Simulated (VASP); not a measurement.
Y:

```
Y
1.0
     0.00000    3.50000    3.50000
     3.50000    0.00000    3.50000
     3.50000    3.50000    0.00000
Y
2
Cartesian
  0.0000 0.0000 0.0000
  1.7500 1.7500 1.7500
```

This isn't the form of Y at room conditions, which is hcp.

| Item | Value |
| --- | --- |
| Program | VASP 6.6.1 |
| Task | relaxation of cell and atoms |
| Functional | PBEsol |
| Potentials or basis | VASP PAW PBE potentials, release 64 (Y_sv) |
| Cutoff | 500 eV |
| k mesh | 6 × 6 × 6 |
| Occupations | fermi-dirac, width 0.1 eV |
| Spin | no spin polarisation |

At the start: pressure -0.7 GPa; volume 42.88 Å³/atom.

Question: How do energy, volume and symmetry change on relaxing?

Answer: Over 5 steps the energy falls by 9.2 meV/atom and the volume is 39.11 Å³/atom (-8.8 %); space group Fd-3m (No. 227, to 0.1 Å) before and after.

The path:
```tsv
step	energy change (eV)	largest force (eV/Å)	pressure (GPa)	volume (Å³)
1	0.0000	0.0000	-0.74	85.75
2	-0.0095	0.0000	-0.51	83.31
3	-0.0181	0.0000	0.12	77.49
4	-0.0183	0.0000	-0.04	78.48
5	-0.0184	0.0000	0.00	78.22
```

Final structure:
```
CELL_PARAMETERS angstrom
0.00000 3.39436 3.39436
3.39436 0.00000 3.39436
3.39436 3.39436 0.00000
ATOMIC_POSITIONS crystal
Y 0.00000 0.00000 0.00000
Y 0.25000 0.25000 0.25000
```

Caveat: the PAW data sets were made with another functional, which shifts forces and pressure a little.
